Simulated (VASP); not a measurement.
A run of VASP 6.6.1 is set up as follows.

File INCAR:

```
SYSTEM = Ni
  PREC = Accurate
  ENCUT = 520
  EDIFF = 1E-8
  ISMEAR = -1
  SIGMA = 0.05
  LREAL = .False.
  LASPH = .True.
  NELM = 150
  ALGO = Normal
  ISIF = 2
  LWAVE = .False.
  LCHARG = .False.
  ISPIN = 2
  MAGMOM = 1.5
  LORBIT = 11
  LMAXMIX = 4
  LEFG = .True.
  NBANDS = 15
```

Contents of KPOINTS:

```
Automatic mesh
0
Gamma
  20 20 20
  0 0 0
```

Contents of POSCAR:

```
Ni
1.0
    0.0000000000      1.8209885000      1.7679500000
    1.8209885000      0.0000000000      1.7679500000
    1.8209885000      1.8209885000      0.0000000000
Ni
1
Direct
    0.0000000000      0.0000000000      0.0000000000
```

Potentials or basis: VASP PAW LDA potentials, release 64 (Ni).

The run is started by

```bash
$ cat potpaw_LDA.64/Ni/POTCAR > POTCAR
$ mpirun -np 1 vasp_std > vasp.out
```

(1) Estimate the site moments.

(2) Predict the net moment.

(3) Estimate the pressure.

## Answers

(1) Ni +0.63 μB.

(2) 0.62 μB per cell.

(3) -26.8 GPa.

Caveat: the cell differs from its parent crystal (equal xx and yy strain of +3 %); without QUAD_EFG the Cq values of the log hold for a quadrupole moment of 1 mb, not for the nuclei.
